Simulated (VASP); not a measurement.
# Li2Se (Fm-3m) in VASP: a series of runs

Runs on Li2Se. Level: PBEsol. Tasks: single point.

Everything below comes from runs of VASP 6.6.1. Logs are shortened: lines on timing, memory, paths and dates and some standing lists are left out, and cuts for length are marked.

## Step 1: The cell of the first run

The structure is cubic, space group Fm-3m (No. 225). The conventional cell has a = 5.572 Å, b = 5.572 Å, c = 5.572 Å, α = 90.00°, β = 90.00°, γ = 90.00°. Li (site symmetry -43m) has 4 Se at 2.41 Å and 6 Li at 2.79 Å within 3.2 Å. Within 3.2 Å of Se (site symmetry m-3m) lie 8 Li at 2.41 Å.

## Step 2: Single point, PBEsol

File INCAR:

```
SYSTEM = Li2Se
PREC = Accurate ; ENCUT = 750
EDIFF = 1E-6 ; ISMEAR = 0
SIGMA = 0.01 ; LREAL = .FALSE.
LASPH = .TRUE. ; NELM = 120
ALGO = Normal ; ISIF = 2
LWAVE = .FALSE. ; LCHARG = .TRUE.
GGA = PS ; LELF = .TRUE.
LVHAR = .TRUE. ; NBANDS = 13
GGA_COMPAT = .FALSE.
```

File KPOINTS:

```
Automatic mesh
0
G
  8 8 8
  0 0 0
```

File POSCAR:

```
Li2Se
1.0
    2.7860621709      2.7860621709      0.0000000000
   -2.7860621709      2.7860621709      0.0000000000
    0.0000000000      2.7860621709      2.7860621709
Li Se
2 1
Direct
    0.2500000000      0.7500000000      0.5000000000
    0.7500000000      0.2500000000      0.5000000000
    0.0000000000      0.0000000000      0.0000000000
```

Potentials or basis: VASP PAW PBE potentials, release 64 (Li_sv, Se).

Command:

```bash
$ cat potpaw_PBE.64/Li_sv/POTCAR potpaw_PBE.64/Se/POTCAR > POTCAR
$ mpirun -np 1 vasp_std > vasp.out
```

OUTCAR:

```text
SYSTEM = Li2Se
   PREC = Accurate
   ENCUT = 750
   EDIFF = 1E-6
   ISMEAR = 0
   LREAL = .FALSE.
   LASPH = .TRUE.
   NELM = 120
   ISIF = 2
   GGA = PS

 ion  position               nearest neighbor table
   1  0.250  0.750  0.500-   3 2.41   3 2.41   3 2.41   3 2.41
   2  0.750  0.250  0.500-   3 2.41   3 2.41   3 2.41   3 2.41
   3  0.000  0.000  0.000-   2 2.41   1 2.41   1 2.41   2 2.41   1 2.41   2 2.41   2 2.41   1 2.41

  LATTYP: Found a face centered cubic cell.
 ALAT       =     5.5721243418

  Lattice vectors:

 A1 = (   0.0000000000,   2.7860621709,   2.7860621709)
 A2 = (   2.7860621709,   0.0000000000,   2.7860621709)
 A3 = (   2.7860621709,   2.7860621709,   0.0000000000)

Analysis of symmetry for initial positions (statically):
=====================================================================
 Subroutine PRICEL returns:
 Original cell was already a primitive cell.

 Routine SETGRP: Setting up the symmetry group for a
 face centered cubic supercell.

 Subroutine GETGRP returns: Found 48 space group operations
 (whereof 48 operations were pure point group operations)
 out of a pool of 48 trial point group operations.

The static configuration has the point symmetry O_h .

Analysis of symmetry for dynamics (positions and initial velocities):
=====================================================================
 Subroutine PRICEL returns:
 Original cell was already a primitive cell.

 Routine SETGRP: Setting up the symmetry group for a
 face centered cubic supercell.

 Subroutine GETGRP returns: Found 48 space group operations
 (whereof 48 operations were pure point group operations)
 out of a pool of 48 trial point group operations.

The dynamic configuration has the point symmetry O_h .

 Subroutine INISYM returns: Found 48 space group operations
 (whereof 48 operations are pure point group operations),
 and found     1 'primitive' translations

----------------------------------------------------------------------------------------

                                     Primitive cell

  volume of cell :      43.2516

  direct lattice vectors                    reciprocal lattice vectors
     2.786062171  2.786062171  0.000000000     0.179464768  0.179464768 -0.179464768
    -2.786062171  2.786062171  0.000000000    -0.179464768  0.179464768 -0.179464768
     0.000000000  2.786062171  2.786062171     0.000000000  0.000000000  0.358929535

  length of vectors
     3.940086908  3.940086908  3.940086908     0.310842096  0.310842096  0.358929535

  position of ions in fractional coordinates (direct lattice)
     0.250000000  0.750000000  0.500000000
     0.750000000  0.250000000  0.500000000
[... 87 lines left out ...]
   POTIM  = 0.5000    time-step for ionic-motion
   TEBEG  =    0.0;   TEEND  =   0.0 temperature during run
   PSTRESS=    0.0 pullay stress
   NELECT =      12.0000    total number of electrons
   NUPDOWN=      -1.0000    fix difference up-down
   EMIN   =  10.00;   EMAX   =-10.00  energy-range for DOS
   EFERMI =   0.00;   METHOD = LEGACY
   ISMEAR =     0;   SIGMA  =   0.01  broadening in eV -4-tet -1-fermi 0-gaus
   EFERMI_NEDOS =   21; number of points for ismear=-14 and -15
   IALGO  =     38    algorithm
   IMIX   =      4    mixing-type and parameters
     AMIX     =   0.40;   BMIX     =  1.00
     AMIX_MAG =   1.60;   BMIX_MAG =  1.00
  volume/ion in A,a.u.               =      14.42        97.29
  Fermi-wavevector in a.u.,A,eV,Ry     =   1.067746  2.017747 15.511738  1.140081
  Thomas-Fermi vector in A             =   2.203372
   LORBIT       =      0    0 simple, 1 ext, 2 COOP (PROOUT), +10 PAW based schemes
   GGA     = PS    functional components
   LHFCALC =     F    Hartree Fock is set to
   AEXX    =    0.0000 exact exchange contribution
   IVDW    =     0    specifies the selected vdW correction
   LEPSILON=     F    determine dielectric tensor
   LRPA    =     F    only Hartree local field effects (RPA)
 non-spin polarized calculation
 Gauss-broadening in eV      SIGMA  =   0.01
  energy-cutoff  :      750.00
  volume of cell :       43.25
 maximum number of plane-waves:      2044
   NGX = 17   NGY = 17   NGZ = 17

 number of electron      11.9999996 magnetization

 Free energy of the ion-electron system (eV)
  ---------------------------------------------------
  ext. energy  EPLUGINS =         0.00000000
  ---------------------------------------------------
  free energy    TOTEN  =       -11.30485830 eV

  energy without entropy =      -11.30485830  energy(sigma->0) =      -11.30485830

 E-fermi :   2.5106     XC(G=0):  -9.2407

 val. band max:        2.3749051818   @ k =   0.0000   0.0000   0.0000
 cond. band min:       4.9414397256   @ k =   0.5000   0.5000   0.0000
 fundamental gap:      2.5665345439
 Fermi energy:         2.5105616579

 k-point     1 :       0.0000    0.0000    0.0000
  band No.  band energies     occupation
      1     -41.4010      2.00000
      2     -41.3382      2.00000
      3      -9.7305      2.00000
      4       2.3749      2.00000
      5       2.3749      2.00000
      6       2.3749      2.00000
      7       6.6502      0.00000
      8       7.9728      0.00000
      9       7.9728      0.00000
     10       7.9728      0.00000
     11      13.6011      0.00000
     12      13.6011      0.00000
     13      14.0215      0.00000
[... 354 lines left out ...]
  band No.  band energies     occupation
      1     -41.3676      2.00000
      2     -41.3676      2.00000
      3      -9.0808      2.00000
      4      -1.0692      2.00000
      5       0.6479      2.00000
      6       1.0663      2.00000
      7       7.8634      0.00000
      8       8.6962      0.00000
      9      10.7339      0.00000
     10      11.5869      0.00000
     11      12.6992      0.00000
     12      14.2686      0.00000
     13      16.3874      0.00000

 [... further k-points ...]
[... 5 lines left out ...]
  --------------------------------------------------------------------------------------
  -------------------------------------------------------------------------------------
  Total        2.7146179      2.7146179      2.7146179      0.0000000      0.0000000      0.0000000
  in kB      100.5580596    100.5580596    100.5580596      0.0000000      0.0000000      0.0000000
  external PRESSURE =     100.5580596 kB  Pullay stress =       0.0000000 kB

 VOLUME and BASIS-vectors are now :
 -----------------------------------------------------------------------------
  energy-cutoff  :      750.00
  volume of cell :       43.25
      direct lattice vectors                 reciprocal lattice vectors
     2.786062171  2.786062171  0.000000000     0.179464768  0.179464768 -0.179464768
    -2.786062171  2.786062171  0.000000000    -0.179464768  0.179464768 -0.179464768
     0.000000000  2.786062171  2.786062171     0.000000000  0.000000000  0.358929535

 POSITION                                       TOTAL-FORCE (eV/Angst)
 -----------------------------------------------------------------------------------
     -1.39303      4.17909      1.39303         0.000000      0.000000      0.000000
      1.39303      4.17909      1.39303        -0.000000     -0.000000     -0.000000
      0.00000      0.00000      0.00000        -0.000000      0.000000      0.000000
 -----------------------------------------------------------------------------------
    total drift:                                0.000000      0.000000      0.000000

  FREE ENERGIE OF THE ION-ELECTRON SYSTEM (eV)
  ---------------------------------------------------
  free  energy   TOTEN  =       -11.3048583003 eV

  energy  without entropy=      -11.3048583003  energy(sigma->0) =      -11.30485830
```

OSZICAR:

```text
N       E                     dE             d eps       ncg     rms          rms(c)
DAV:   1     0.566659591846E+02    0.56666E+02   -0.65286E+03   754   0.117E+03
DAV:   2    -0.416071684129E+01   -0.60827E+02   -0.57340E+02   887   0.234E+02
DAV:   3    -0.112898628685E+02   -0.71291E+01   -0.70782E+01  1441   0.521E+01
DAV:   4    -0.114988591526E+02   -0.20900E+00   -0.20888E+00   933   0.992E+00
DAV:   5    -0.115016597653E+02   -0.28006E-02   -0.28005E-02  1134   0.111E+00    0.299E+00
DAV:   6    -0.113299300188E+02    0.17173E+00   -0.18454E-01   931   0.180E+00    0.188E+00
DAV:   7    -0.113025599365E+02    0.27370E-01   -0.10677E-01  1069   0.151E+00    0.722E-01
DAV:   8    -0.113048496814E+02   -0.22897E-02   -0.13485E-02  1002   0.732E-01    0.233E-01
DAV:   9    -0.113047748747E+02    0.74807E-04   -0.48740E-04  1051   0.125E-01    0.892E-02
DAV:  10    -0.113048577860E+02   -0.82911E-04   -0.12811E-04   879   0.815E-02    0.329E-02
DAV:  11    -0.113048583003E+02   -0.51429E-06   -0.74255E-06  1079   0.246E-02
   1 F= -.11304858E+02 E0= -.11304858E+02  d E =-.395059E-84
```

stdout:

```text
POSCAR found type information on POSCAR LiSe
 POSCAR found :  2 types and       3 ions
 scaLAPACK will be used
 -----------------------------------------------------------------------------
|                                                                             |
|                                                                             |
|     You enforced a specific xc type in the INCAR file but a different       |
|     I HOPE YOU KNOW WHAT YOU ARE DOING!                                     |
|                                                                             |
 -----------------------------------------------------------------------------

 LDA part: xc-table for (Slater+PW92), standard interpolation
 POSCAR, INCAR and KPOINTS ok, starting setup
 FFT: planning ... GRIDC
 FFT: planning ... GRID_SOFT
 FFT: planning ... GRID
 WAVECAR not read
 entering main loop
```

Wall time 36 s (1 thread of Intel Xeon Platinum 8375C at 2.90GHz (Ice Lake), shared host); peak memory 0.21 GiB.

What came out:

- Free energy: -11.3049 eV
- Pressure: 10.1 GPa
- Band gap on the k mesh: 2.57 eV, indirect (least direct gap 4.28 eV)

Levels at points of the mesh, in eV from the valence-band top:
| k point | band 3 | band 4 | band 5 | band 6 | band 7 | band 8 | band 9 | band 10 |
| --- | --- | --- | --- | --- | --- | --- | --- | --- |
| (0.00, 0.00, 0.00) | -12.11 | 0.00 | 0.00 | 0.00 | 4.28 | 5.60 | 5.60 | 5.60 |
| (0.50, 0.00, 0.00) | -11.54 | -3.80 | -0.73 | -0.73 | 5.92 | 5.92 | 6.00 | 8.72 |
| (0.50, 0.50, 0.00) | -11.38 | -2.87 | -1.99 | -1.99 | 2.57 | 6.71 | 11.79 | 11.79 |

Caveat: the PAW data sets were made with another functional, which shifts forces and pressure a little.

## Step 3: Single point, PBEsol

This run uses another cell than the first one, of 15.08 Å³/atom, 1.046 times its volume.

File INCAR:

```
SYSTEM = Li2Se
PREC = Accurate
ENCUT = 750
EDIFF = 1E-6
ISMEAR = 0
SIGMA = 0.01
LREAL = .FALSE.
LASPH = .TRUE.
NELM = 120
ALGO = Normal
ISIF = 2
LWAVE = .FALSE.
LCHARG = .TRUE.
GGA = PS
LELF = .TRUE.
LVHAR = .TRUE.
NBANDS = 13
GGA_COMPAT = .FALSE.
```

KPOINTS is that of step 2.

File POSCAR:

```
Li2Se
1.0
    2.8279507854      2.8279507854      0.0000000000
   -2.8279507854      2.8279507854      0.0000000000
    0.0000000000      2.8279507854      2.8279507854
Li Se
2 1
Direct
    0.2500000000      0.7500000000      0.5000000000
    0.7500000000      0.2500000000      0.5000000000
    0.0000000000      0.0000000000      0.0000000000
```

Potentials or basis: VASP PAW PBE potentials, release 64 (Li_sv, Se).

Command:

```bash
$ cat potpaw_PBE.64/Li_sv/POTCAR potpaw_PBE.64/Se/POTCAR > POTCAR
$ mpirun -np 1 vasp_std > vasp.out
```

It took 32 s on 1 thread of Intel Xeon Platinum 8375C at 2.90GHz (Ice Lake), shared host; peak memory 0.21 GiB.

The run converged. Its results:

```
Free energy            : -11.4120 eV
Pressure               : 7.1 GPa
Band gap on the k mesh : 2.63 eV, indirect (least direct gap 4.05 eV)
```

Levels at points of the mesh, in eV from the valence-band top:
| k point | band 4 | band 5 | band 6 | band 7 | band 8 | band 9 |
| --- | --- | --- | --- | --- | --- | --- |
| (0.00, 0.00, 0.00) | 0.00 | 0.00 | 0.00 | 4.05 | 5.60 | 5.60 |
| (0.50, 0.00, 0.00) | -3.61 | -0.69 | -0.69 | 5.79 | 5.93 | 5.93 |
| (0.50, 0.50, 0.00) | -2.75 | -1.87 | -1.87 | 2.63 | 6.59 | 11.46 |

Caveat: the PAW data sets were made with another functional, which shifts forces and pressure a little. A k mesh can miss the band edges.
